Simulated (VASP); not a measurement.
# Si (I4/mmm) in VASP: notebook

The runs below take Si through single point, with PBEsol.

Everything below comes from runs of VASP 6.6.1. Logs are shortened: lines on timing, memory, paths and dates and some standing lists are left out, and cuts for length are marked.

## (1) The cell of the first run

Symmetry: I4/mmm, No. 139, tetragonal system. Conventional cell: a = 6.703 Å, b = 6.703 Å, c = 3.871 Å, α = 90.00°, β = 90.00°, γ = 90.00°. Si (site symmetry m2m) has 4 Si at 2.36 to 2.40 Å within 3.1 Å.

## (2) Single point, PBEsol (21.74 Å³/atom)

Contents of INCAR:

```
SYSTEM = Si
PREC = Accurate ; ENCUT = 520
EDIFF = 1E-6 ; ISMEAR = 0
SIGMA = 0.03 ; LREAL = .False.
LASPH = .True. ; NELM = 100
ALGO = Normal ; ISIF = 2
LWAVE = .False. ; LCHARG = .False.
GGA = PS ; NBANDS = 16
```

Contents of KPOINTS:

```
regular mesh
0
Gamma
  12 12 12
  0 0 0
```

Contents of POSCAR:

```
Si
1.0
   -3.3514568113      3.3514568113      1.9355850614
    3.3514568113     -3.3514568113      1.9355850614
    3.3514568113      3.3514568113     -1.9355850614
Si
4
Direct
    0.1787304307      0.1787304307      0.3574608614
    0.8212695693      0.8212695693      0.6425391386
    0.1787304307      0.8212695693      0.0000000000
    0.8212695693      0.1787304307      0.0000000000
```

Potentials or basis: VASP PAW PBE potentials, release 64 (Si).

Launch:

```console
$ cat potpaw_PBE.64/Si/POTCAR > POTCAR
$ mpirun -np 1 vasp_std > vasp.out
```

OUTCAR:

```text
SYSTEM = Si
   PREC = Accurate
   ENCUT = 520
   EDIFF = 1E-6
   ISMEAR = 0
   LREAL = .False.
   LASPH = .True.
   NELM = 100
   ISIF = 2
   GGA = PS

 ion  position               nearest neighbor table
   1  0.179  0.179  0.357-   2 2.36   2 2.36   3 2.40   4 2.40
   2  0.821  0.821  0.643-   1 2.36   1 2.36   4 2.40   3 2.40
   3  0.179  0.821  0.000-   4 2.36   4 2.36   2 2.40   1 2.40
   4  0.821  0.179  0.000-   3 2.36   3 2.36   2 2.40   1 2.40

  LATTYP: Found a body centered tetragonal cell.
 ALAT       =     6.7029136226
 C/A-ratio  =     0.5775354332

  Lattice vectors:

 A1 = (  -3.3514568113,   3.3514568113,   1.9355850614)
 A2 = (   3.3514568113,  -3.3514568113,   1.9355850614)
 A3 = (   3.3514568113,   3.3514568113,  -1.9355850614)

Analysis of symmetry for initial positions (statically):
=====================================================================
 Subroutine PRICEL returns:
 Original cell was already a primitive cell.

 Routine SETGRP: Setting up the symmetry group for a
 body centered tetragonal supercell.

 Subroutine GETGRP returns: Found 16 space group operations
 (whereof 16 operations were pure point group operations)
 out of a pool of 16 trial point group operations.

The static configuration has the point symmetry D_4h.

Analysis of symmetry for dynamics (positions and initial velocities):
=====================================================================
 Subroutine PRICEL returns:
 Original cell was already a primitive cell.

 Routine SETGRP: Setting up the symmetry group for a
 body centered tetragonal supercell.

 Subroutine GETGRP returns: Found 16 space group operations
 (whereof 16 operations were pure point group operations)
 out of a pool of 16 trial point group operations.

The dynamic configuration has the point symmetry D_4h.

 Subroutine INISYM returns: Found 16 space group operations
 (whereof 16 operations are pure point group operations),
 and found     1 'primitive' translations

----------------------------------------------------------------------------------------

                                     Primitive cell

  volume of cell :      86.9640

  direct lattice vectors                    reciprocal lattice vectors
    -3.351456811  3.351456811  1.935585061     0.000000000  0.149188854  0.258319828
     3.351456811 -3.351456811  1.935585061     0.149188854  0.000000000  0.258319828
     3.351456811  3.351456811 -1.935585061     0.149188854  0.149188854  0.000000000

  length of vectors
     5.119669427  5.119669427  5.119669427     0.298305963  0.298305963  0.210984900

  position of ions in fractional coordinates (direct lattice)
     0.178730431  0.178730431  0.357460861
     0.821269569  0.821269569  0.642539139
     0.178730431  0.821269569  0.000000000
     0.821269569  0.178730431  0.000000000

  ion indices of the primitive-cell ions
   primitive index   ion index
                 1           1
                 2           2
                 3           3
                 4           4

----------------------------------------------------------------------------------------

 KPOINTS: regular mesh

Automatic generation of k-mesh.
 Grid dimensions read from file:
 generate k-points for:   12   12   12

 Generating k-lattice:

  Cartesian coordinates                     Fractional coordinates (reciprocal lattice)
     0.000000000  0.012432404  0.021526652     0.083333333  0.000000000  0.000000000
     0.012432404  0.000000000  0.021526652     0.000000000  0.083333333  0.000000000
     0.012432404  0.012432404  0.000000000     0.000000000  0.000000000  0.083333333

  Length of vectors
     0.024858830  0.024858830  0.017582075

  Shift w.r.t. Gamma in fractional coordinates (k-lattice)
     0.000000000  0.000000000  0.000000000

 Subroutine IBZKPT returns following result:
 ===========================================

 Found    163 irreducible k-points:

 Following reciprocal coordinates:
            Coordinates               Weight
  0.000000  0.000000  0.000000      1.000000
  0.083333  0.000000 -0.000000      8.000000
  0.166667  0.000000  0.000000      8.000000
  0.250000  0.000000  0.000000      8.000000
  0.333333 -0.000000  0.000000      8.000000
  0.416667  0.000000 -0.000000      8.000000
[... 16 lines left out ...]
  0.500000  0.166667  0.000000     16.000000
 -0.416667  0.166667  0.000000     16.000000
 [... further k-points ...]
   k-points           NKPTS =    163   k-points in BZ     NKDIM =    163   number of bands    NBANDS=     16
   number of dos      NEDOS =    301   number of ions     NIONS =      4
   total plane-waves  NPLWV =  64000
   dimension x,y,z NGX =    40 NGY =   40 NGZ =   40
   dimension x,y,z NGXF=    80 NGYF=   80 NGZF=   80
   ions per type =               4
   NGX,Y,Z   is equivalent  to a cutoff of  12.99, 12.99, 12.99 a.u.
   NGXF,Y,Z  is equivalent  to a cutoff of  25.98, 25.98, 25.98 a.u.
 SYSTEM =  Si
   PREC   = accura    normal or accurate (medium, high low for compatibility)
   ISTART =      0    job   : 0-new  1-cont  2-samecut
   ICHARG =      2    charge: 1-file 2-atom 10-const
   ISPIN  =      1    spin polarized calculation?
   LNONCOLLINEAR =      F non collinear calculations
   LSORBIT =      F    spin-orbit coupling
   LASPH  =      T    aspherical Exc in radial PAW
   ENCUT  =  520.0 eV  38.22 Ry    6.18 a.u.   9.52  9.52  9.52*2*pi/ulx,y,z
   NELM   =    100;   NELMIN=  2; NELMDL= -5     # of ELM steps
   EDIFF  = 0.1E-05   stopping-criterion for ELM
   LREAL  =      F    real-space projection
[... 7 lines left out ...]
   TEBEG  =    0.0;   TEEND  =   0.0 temperature during run
   PSTRESS=    0.0 pullay stress
   NELECT =      16.0000    total number of electrons
   NUPDOWN=      -1.0000    fix difference up-down
   EMIN   =  10.00;   EMAX   =-10.00  energy-range for DOS
   EFERMI =   0.00;   METHOD = LEGACY
   ISMEAR =     0;   SIGMA  =   0.03  broadening in eV -4-tet -1-fermi 0-gaus
   EFERMI_NEDOS =   21; number of points for ismear=-14 and -15
   IALGO  =     38    algorithm
   IMIX   =      4    mixing-type and parameters
     AMIX     =   0.40;   BMIX     =  1.00
     AMIX_MAG =   1.60;   BMIX_MAG =  1.00
  volume/ion in A,a.u.               =      21.74       146.72
  Fermi-wavevector in a.u.,A,eV,Ry     =   0.931111  1.759545 11.795822  0.866968
  Thomas-Fermi vector in A             =   2.057570
   LORBIT       =      0    0 simple, 1 ext, 2 COOP (PROOUT), +10 PAW based schemes
   GGA     = PS    functional components
   LHFCALC =     F    Hartree Fock is set to
   AEXX    =    0.0000 exact exchange contribution
   IVDW    =     0    specifies the selected vdW correction
   LEPSILON=     F    determine dielectric tensor
   LRPA    =     F    only Hartree local field effects (RPA)
 non-spin polarized calculation
 Gauss-broadening in eV      SIGMA  =   0.03
  energy-cutoff  :      520.00
  volume of cell :       86.96
 maximum number of plane-waves:      2375
 NGX is ok and might be reduce to    40
   NGX = 19   NGY = 19   NGZ = 19

 number of electron      16.0000000 magnetization

 Free energy of the ion-electron system (eV)
  ---------------------------------------------------
  ext. energy  EPLUGINS =         0.00000000
  ---------------------------------------------------
  free energy    TOTEN  =       -22.53249948 eV

  energy without entropy =      -22.53249945  energy(sigma->0) =      -22.53249946

 E-fermi :   5.2634     XC(G=0):  -9.1516

 val. band max:        5.1833841423   @ k =   0.5000   0.5000   0.5000
 cond. band min:       5.3433827509   @ k =   0.2500   0.2500   0.2500
 fundamental gap:      0.1599986086
 Fermi energy:         5.2633831466

 k-point     1 :       0.0000    0.0000    0.0000
  band No.  band energies     occupation
      1      -6.7296      2.00000
      2      -2.5843      2.00000
      3      -0.3450      2.00000
      4      -0.3450      2.00000
      5       1.4766      2.00000
      6       3.7276      2.00000
[... 8 lines left out ...]
     15      10.6195      0.00000
     16      11.8348      0.00000

 k-point     2 :       0.0833    0.0000   -0.0000
  band No.  band energies     occupation
      1      -6.6538      2.00000
      2      -2.6014      2.00000
      3      -0.4443      2.00000
      4      -0.2344      2.00000
      5       1.5442      2.00000
      6       3.2759      2.00000
[... 8 lines left out ...]
     15      10.2418      0.00000
     16      12.2350      0.00000

 k-point     3 :       0.1667    0.0000    0.0000
  band No.  band energies     occupation
      1      -6.4292      2.00000
      2      -2.6216      2.00000
      3      -0.7301      2.00000
      4      -0.0031      2.00000
      5       1.6740      2.00000
      6       2.4065      2.00000
[... 8 lines left out ...]
     15      10.0598      0.00000
     16      12.5718      0.00000

 k-point     4 :       0.2500    0.0000    0.0000
  band No.  band energies     occupation
      1      -6.0653      2.00000
      2      -2.5923      2.00000
      3      -1.2143      2.00000
      4       0.0409      2.00000
      5       1.5773      2.00000
      6       1.8239      2.00000
[... 8 lines left out ...]
     15      10.9347      0.00000
     16      11.0295      0.00000

 k-point     5 :       0.3333   -0.0000    0.0000
  band No.  band energies     occupation
      1      -5.5867      2.00000
      2      -2.4879      2.00000
      3      -1.8896      2.00000
      4      -0.2910      2.00000
      5       1.1461      2.00000
      6       1.7941      2.00000
[... 8 lines left out ...]
     15      11.7134      0.00000
     16      11.7887      0.00000

 k-point     6 :       0.4167    0.0000   -0.0000
  band No.  band energies     occupation
      1      -5.0687      2.00000
      2      -2.5952      2.00000
      3      -2.3326      2.00000
      4      -0.7103      2.00000
      5       0.9494      2.00000
      6       1.7523      2.00000
[... 8 lines left out ...]
     15      10.7997      0.00000
     16      12.7931      0.00000

 k-point     7 :       0.5000    0.0000    0.0000
  band No.  band energies     occupation
      1      -4.7833      2.00000
      2      -2.9556      2.00000
      3      -2.2425      2.00000
      4      -0.9042      2.00000
      5       0.9002      2.00000
      6       1.7308      2.00000
[... 8 lines left out ...]
     15      10.6942      0.00000
     16      12.7644      0.00000

 k-point     8 :       0.0833    0.0833   -0.0000
  band No.  band energies     occupation
      1      -6.4663      2.00000
      2      -2.4967      2.00000
      3      -0.3904      2.00000
      4      -0.3804      2.00000
      5       1.5274      2.00000
      6       2.5612      2.00000
[... 8 lines left out ...]
     15       9.7391      0.00000
     16      13.0262      0.00000

 k-point     9 :       0.1667    0.0833    0.0000
  band No.  band energies     occupation
      1      -6.1370      2.00000
      2      -2.4165      2.00000
      3      -0.8306      2.00000
      4      -0.3597      2.00000
      5       1.4878      2.00000
      6       1.9366      2.00000
[... 8 lines left out ...]
     15      10.6422      0.00000
     16      11.4761      0.00000
[... 172 lines left out ...]
 k-point    19 :       0.1667    0.1667   -0.0000
  band No.  band energies     occupation
      1      -5.7199      2.00000
      2      -2.3112      2.00000
      3      -1.1377      2.00000
      4      -0.9415      2.00000
      5       1.2324      2.00000
      6       2.0011      2.00000
[... 8 lines left out ...]
     15      11.0726      0.00000
     16      12.1875      0.00000

 k-point    20 :       0.2500    0.1667    0.0000
  band No.  band energies     occupation
      1      -5.2236      2.00000
      2      -2.4115      2.00000
      3      -1.8831      2.00000
      4      -1.1078      2.00000
      5       1.0004      2.00000
      6       2.0998      2.00000
[... 8 lines left out ...]
     15      11.6608      0.00000
     16      12.4144      0.00000

 k-point    21 :       0.3333    0.1667    0.0000
  band No.  band energies     occupation
      1      -4.7933      2.00000
      2      -2.7893      2.00000
      3      -2.4243      2.00000
      4      -0.9498      2.00000
      5       0.8383      2.00000
      6       2.2937      2.00000
[... 8 lines left out ...]
     15      11.6409      0.00000
     16      13.0546      0.00000

 k-point    22 :       0.4167    0.1667    0.0000
  band No.  band energies     occupation
      1      -4.7887      2.00000
      2      -3.0541      2.00000
      3      -2.5511      2.00000
      4      -0.5609      2.00000
      5       0.7922      2.00000
      6       2.4693      2.00000
[... 8 lines left out ...]
     15      11.7647      0.00000
     16      13.1277      0.00000

 k-point    23 :       0.5000    0.1667    0.0000
  band No.  band energies     occupation
      1      -5.2209      2.00000
      2      -3.2676      2.00000
      3      -2.0949      2.00000
      4      -0.0591      2.00000
      5       0.9309      2.00000
      6       2.4089      2.00000
[... 8 lines left out ...]
     15      11.5020      0.00000
     16      11.9606      0.00000

 k-point    24 :      -0.4167    0.1667    0.0000
  band No.  band energies     occupation
      1      -5.7216      2.00000
      2      -3.4116      2.00000
      3      -1.4848      2.00000
      4       0.3900      2.00000
      5       1.3510      2.00000
      6       2.4034      2.00000
[... 8 lines left out ...]
     15      10.8901      0.00000
     16      11.1410      0.00000

 [... further k-points ...]
[... 5 lines left out ...]
  --------------------------------------------------------------------------------------
  -------------------------------------------------------------------------------------
  Total       -1.0874537     -1.0874537     -1.1639754      0.0000000      0.0000000     -0.0000000
  in kB      -20.0346551    -20.0346551    -21.4444476      0.0000000      0.0000000     -0.0000000
  external PRESSURE =     -20.5045859 kB  Pullay stress =       0.0000000 kB

 VOLUME and BASIS-vectors are now :
 -----------------------------------------------------------------------------
  energy-cutoff  :      520.00
  volume of cell :       86.96
      direct lattice vectors                 reciprocal lattice vectors
    -3.351456811  3.351456811  1.935585061     0.000000000  0.149188854  0.258319828
     3.351456811 -3.351456811  1.935585061     0.149188854  0.000000000  0.258319828
     3.351456811  3.351456811 -1.935585061     0.149188854  0.149188854  0.000000000

 POSITION                                       TOTAL-FORCE (eV/Angst)
 -----------------------------------------------------------------------------------
      1.19801      1.19801      0.00000        -0.023800     -0.023800      0.000000
      2.15344      2.15344      1.93559         0.023800      0.023800     -0.000000
      2.15344     -2.15344      1.93559         0.023800     -0.023800      0.000000
     -2.15344      2.15344      1.93559        -0.023800      0.023800      0.000000
 -----------------------------------------------------------------------------------
    total drift:                               -0.000000     -0.000000      0.000000

  FREE ENERGIE OF THE ION-ELECTRON SYSTEM (eV)
  ---------------------------------------------------
  free  energy   TOTEN  =       -22.5324994771 eV

  energy  without entropy=      -22.5324994451  energy(sigma->0) =      -22.53249946
```

Wall time 2 min (1 thread of Intel Xeon 6975P-C (Granite Rapids), shared host); peak memory 0.33 GiB.

Results:

| Item | Value |
| --- | --- |
| Free energy | -22.5325 eV |
| Pressure | -2.1 GPa |
| Largest force | 0.034 eV/Å |
| Band gap on the k mesh | 0.16 eV (least direct gap 0.32 eV) |

Forces on the atoms (eV/Å):
```
Si  -0.024 -0.024  0.000
Si   0.024  0.024  0.000
Si   0.024 -0.024  0.000
Si  -0.024  0.024  0.000
```

Caveat: semilocal functionals underestimate gaps, and a narrow one can read as zero; the PAW data sets were made with another functional, which shifts forces and pressure a little. A k mesh can miss the band edges.

## (3) Single point, PBEsol (22.31 Å³/atom)

This run uses another cell than the first one, of 22.31 Å³/atom.

Contents of INCAR:

```
SYSTEM = Si
ALGO = Normal
EDIFF = 1E-6
ENCUT = 520
GGA = PS
ISIF = 2
ISMEAR = 0
LASPH = .TRUE.
LCHARG = .TRUE.
LELF = .TRUE.
LREAL = .FALSE.
LVHAR = .TRUE.
LWAVE = .FALSE.
NBANDS = 16
NELM = 100
PREC = Accurate
SIGMA = 0.03
```

Contents of KPOINTS:

```
k-points
0
G
  12 12 12
  0 0 0
```

Contents of POSCAR:

```
Si
1.0
   -3.4257979763      3.4257979763      1.9006327173
    3.4257979763     -3.4257979763      1.9006327173
    3.4257979763      3.4257979763     -1.9006327173
Si
4
Direct
    0.1787304307      0.1787304307      0.3574608614
    0.8212695693      0.8212695693      0.6425391386
    0.1787304307      0.8212695693      0.0000000000
    0.8212695693      0.1787304307      0.0000000000
```

Potentials or basis: VASP PAW PBE potentials, release 64 (Si).

Launch:

```console
$ cat potpaw_PBE.64/Si/POTCAR > POTCAR
$ mpirun -np 1 vasp_std > vasp.out
```

Run time: 92 s. Hardware: 1 thread of Intel Xeon 6975P-C (Granite Rapids), shared host; peak memory 0.33 GiB.

It converged, with:

| Property | Result |
| --- | --- |
| Free energy | -22.4461 eV |
| Pressure | -3.7 GPa |
| Largest force | 0.418 eV/Å |
| Band gap on the k mesh | 0.12 eV (least direct gap 0.82 eV) |

Forces on the atoms (eV/Å):
```
Si  -0.296 -0.296  0.000
Si   0.296  0.296  0.000
Si   0.296 -0.296  0.000
Si  -0.296  0.296  0.000
```

Stress tensor (GPa, compression positive):
```
-5.75  0.00  0.00
 0.00 -5.75  0.00
 0.00  0.00  0.39
```

Levels at points of the mesh, in eV from the valence-band top:
```tsv
k point	band 6	band 7	band 8	band 9	band 10	band 11
(0.00, 0.00, 0.00)	-1.16	-1.16	-0.38	1.35	1.35	1.85
(0.50, 0.00, 0.00)	-3.28	-2.13	-1.42	0.86	2.14	2.95
(0.50, 0.50, 0.00)	-1.91	-1.59	-1.26	1.89	1.93	2.22
(0.50, 0.50, 0.50)	-0.05	0.00	0.00	0.82	2.65	3.06
```

Caveat: the stress differs along the axes, from -6 to 0 GPa; semilocal functionals underestimate gaps, and a narrow one can read as zero; the PAW data sets were made with another functional, which shifts forces and pressure a little. A k mesh can miss the band edges.
